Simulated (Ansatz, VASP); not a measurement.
**TaN: VASP beside Ansatz**

```
CELL_PARAMETERS angstrom
3.04800 0.00000 0.00000
-1.52400 2.63965 0.00000
0.00000 0.00000 4.96718
ATOMIC_POSITIONS crystal
Ta 0.00000 0.00000 0.00000
Ta 0.00000 0.00000 0.50000
N 0.33333 0.66667 0.25000
N 0.66667 0.33333 0.75000
```

Change from the starting cell: zz strain of +1 %.

Alike in both runs: task single point; functional PBEsol; k mesh 9 × 9 × 5; occupations fermi-dirac, width 0.01 eV; no spin polarisation.

|  | VASP | Ansatz |
| --- | --- | --- |
| version | VASP 6.6.1 | Ansatz 0.2.0 |
| potentials or method | VASP PAW PBE potentials, release 64 (Ta_pv, N), cutoff 520 eV | all-electron LAPW, scalar-relativistic |

VASP gave:

* pressure (GPa): 43.7
* traceless stress, the component that is largest in VASP (GPa): 56.05

Q: What did Ansatz give for the same quantities?

A: Pressure (GPa): 41.7; traceless stress, the component that is largest in VASP (GPa): 55.33.

VASP's potentials were made for PBE, not for PBEsol. Both programs put the cell under a high pressure, so it lies far from rest at this level. Ansatz ran all-electron here, and VASP with PAW potentials.

Spin-orbit coupling is off throughout.
